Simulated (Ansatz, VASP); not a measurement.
## Two plane-wave programs on Ca

```
Ca
1.0
     0.00000    2.79420    2.79420
     3.07362    0.00000    2.79420
     3.07362    2.79420    0.00000
Ca
1
Direct
  0.00000 0.00000 0.00000
```

Change from the starting cell: strain +0.1000 x Voigt [1, 0, 0, 0, 0, 0], atoms carried along.

Alike in both runs: task single point; functional PBE; k mesh 14 × 14 × 14; occupations gaussian, width 0.15 eV; no spin polarisation.

|  | VASP | Ansatz |
| --- | --- | --- |
| version | VASP 6.6.1 | Ansatz 0.2.0 |
| potentials or method | VASP PAW PBE potentials, release 64 (Ca_sv), cutoff 520 eV | scalar-relativistic, plane waves, PAW |
| valence electrons in the cell | 10 | 10 |

```csv
,VASP,Ansatz,Ansatz less VASP
gap on the k mesh at the Fermi level (eV),none,none,-
pressure (GPa),-1.8,-1.8,-0.01
"traceless stress, the component that is largest in VASP (GPa)",-0.67,-0.67,+0.001
```

A gap of «none» marks a metal or a gap that the smearing closes.
